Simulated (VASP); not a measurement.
Crystal: PbSe (Clausthalite).

```
Pb Se
1.0
     0.00000    3.06969    3.06969
     3.06969    0.00000    3.06969
     3.06969    3.06969    0.00000
Pb Se
1 1
Cartesian
  0.0000 0.0000 0.0000
  3.0697 3.0697 3.0697
```

Base run:

| Property | Result |
| --- | --- |
| Program | VASP 6.6.1 |
| Functional | r2SCAN |
| Potentials or basis | VASP PAW PBE potentials, release 64 (Pb_d, Se) |
| Cutoff | 520 eV |
| k mesh | 8 × 8 × 8 |
| Occupations | gaussian, width 0.01 eV |
| Spin | no spin polarisation |

Its results: band gap on the k mesh 0.61 eV, direct; pressure 1.0 GPa.

Task: The run is repeated on the same cell with these changes: functional from r2SCAN to PBE; cutoff from 520 eV to 500 eV; k mesh from 8 × 8 × 8 to 4 × 4 × 4. What comes out?

Result: Band gap on the k mesh 0.32 eV, direct; pressure 1.9 GPa.

Several settings changed at once, so the effect can't be laid on one alone.

Caveats: some runs use coarse meshes; spin-orbit coupling is left out, which moves the levels of the heavy elements; the PAW data sets were made with another functional, which shifts forces and pressure a little (some runs).

A k mesh can miss the band edges.
